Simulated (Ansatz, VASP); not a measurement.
ZnS: VASP beside Ansatz

Contents of POSCAR:

```
ZnS
1.0
    0.0000000000      2.7046500000      2.6235105000
    2.7046500000      0.0000000000      2.6235105000
    2.7046500000      2.7046500000      0.0000000000
Zn S
1 1
Direct
    0.0000000000      0.0000000000      0.0000000000
    0.7500000000      0.7500000000      0.7500000000
```

File INCAR.step1:

```
ALGO     = Normal         # electronic algorithm
EDIFF    = 1E-4           # SCF threshold, eV
ENCUT    = 520            # plane-wave cutoff, eV
GGA      = PE             # functional
ISMEAR   = 0              # smearing method
LASPH    = True           # aspherical terms in the spheres
LCHARG   = False          # write CHGCAR
LREAL    = False          # projectors in reciprocal space
LWAVE    = True           # write WAVECAR
NBANDS   = 16             # bands
NELM     = 100            # most SCF steps
PREC     = Accurate       # precision mode
SIGMA    = 0.05           # smearing width, eV
```

Contents of INCAR.step2:

```
ALGO     = Normal         # electronic algorithm
EDIFF    = 1E-7           # SCF threshold, eV
ENCUT    = 520            # plane-wave cutoff, eV
ISIF     = 2              # what is computed and relaxed
ISMEAR   = 0              # smearing method
ISTART   = 1            
LASPH    = True           # aspherical terms in the spheres
LCHARG   = False          # write CHGCAR
LMIXTAU  = True         
LREAL    = False          # projectors in reciprocal space
LWAVE    = False          # write WAVECAR
METAGGA  = R2SCAN         # meta-GGA
NBANDS   = 16             # bands
NELM     = 100            # most SCF steps
PREC     = Accurate       # precision mode
SIGMA    = 0.05           # smearing width, eV
```

The input KPOINTS:

```
k-points
0
Gamma
  8 8 8
```

Input for Ansatz:

```yaml
crystal:
  lattice:
    - [0.0, 2.70465, 2.6235105]
    - [2.70465, 0.0, 2.6235105]
    - [2.70465, 2.70465, 0.0]
  atoms:
    - { symbol: Zn, position: [0.0, 0.0, 0.0] }
    - { symbol: S, position: [0.75, 0.75, 0.75] }
basis:
  ecutwfc: 500
kpoints:
  mp_grid: { grid: [8, 8, 8] }
hamiltonian:
  xc: r2scan
scf:
  occupations: { method: gaussian, width: 0.05 }
output:
  forces: true
  stress: true
  eigenvalues: true
```

Change from the starting cell: strain +0.000 along x and y, -0.030 along z, atoms carried along.

Alike in both runs: task single point; functional r2SCAN; k mesh 8 × 8 × 8; occupations gaussian, width 0.05 eV; no spin polarisation.

|  | VASP | Ansatz |
| --- | --- | --- |
| version | VASP 6.6.1 | Ansatz 0.2.0 |
| potentials or method | VASP PAW PBE potentials, release 64 (Zn, S), cutoff 520 eV | scalar-relativistic, plane waves, PAW |
| valence electrons in the cell | 18 | 18 |

Ansatz gave:

```
gap on the k mesh at the Fermi level (eV)                     : 2.72
least direct gap on the mesh (eV)                             : 2.72
pressure (GPa)                                                : 1.6
traceless stress, the component that is largest in VASP (GPa) : 0.81
```

Q: What did VASP give for the same quantities?

A: gap on the k mesh at the Fermi level (eV): 2.73; least direct gap on the mesh (eV): 2.73; pressure (GPa): 1.6; traceless stress, the component that is largest in VASP (GPa): 0.81.

VASP's potentials were made for PBE, not for r2SCAN.
